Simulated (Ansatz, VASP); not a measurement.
# One calculation of Be2Sn, two programs

The input INCAR:

```
SYSTEM = Be2Sn
PREC = Accurate
ENCUT = 520
EDIFF = 1E-6
ISMEAR = -1
SIGMA = 0.02
LREAL = .FALSE.
LASPH = .TRUE.
NELM = 100
ALGO = Normal
ISIF = 2
LWAVE = .FALSE.
LCHARG = .TRUE.
GGA = PE
LELF = .TRUE.
LVHAR = .TRUE.
ISYM = 0
NBANDS = 16
```

The input KPOINTS:

```
Automatic mesh
0
G
  6 6 6
  0 0 0
```

The input POSCAR:

```
Be2Sn
1.0
    0.0000000000      2.9015655565      2.9015655565
    2.9015655565      0.0000000000      2.9015655565
    2.9015655565      2.9015655565      0.0000000000
Sn Be
1 2
Direct
    0.0000000000      0.0000000000      0.0000000000
    0.2500000000      0.2500000000      0.2500000000
    0.7500000000      0.7500000000      0.7500000000
```

Input for Ansatz:

```yaml
crystal:
  lattice:
    - [0.0, 2.9015655565, 2.9015655565]
    - [2.9015655565, 0.0, 2.9015655565]
    - [2.9015655565, 2.9015655565, 0.0]
  atoms:
    - { symbol: Sn, position: [0.0, 0.0, 0.0] }
    - { symbol: Be, position: [0.25, 0.25, 0.25] }
    - { symbol: Be, position: [0.75, 0.75, 0.75] }
  symmetry: { detect: false }
kpoints:
  mp_grid: { grid: [6, 6, 6] }
hamiltonian:
  xc: pbe
scf:
  occupations: { method: fermi_dirac, width: 0.02 }
  n_extra_bands: 4
output:
  forces: true
  stress: true
  eigenvalues: true
```

Alike in both runs: task single point; functional PBE; k mesh 6 × 6 × 6; occupations fermi-dirac, width 0.02 eV; no spin polarisation.

```csv
,VASP,Ansatz
version,VASP 6.6.1,Ansatz 0.2.0
potentials or method,"VASP PAW PBE potentials, release 64 (Sn_d, Be)",plane waves
plane-wave cutoff (eV),520,420
valence electrons in the cell,18,18
```

```tsv
	VASP	Ansatz	Ansatz less VASP
pressure (GPa)	0.3	0.3	+0.02
```
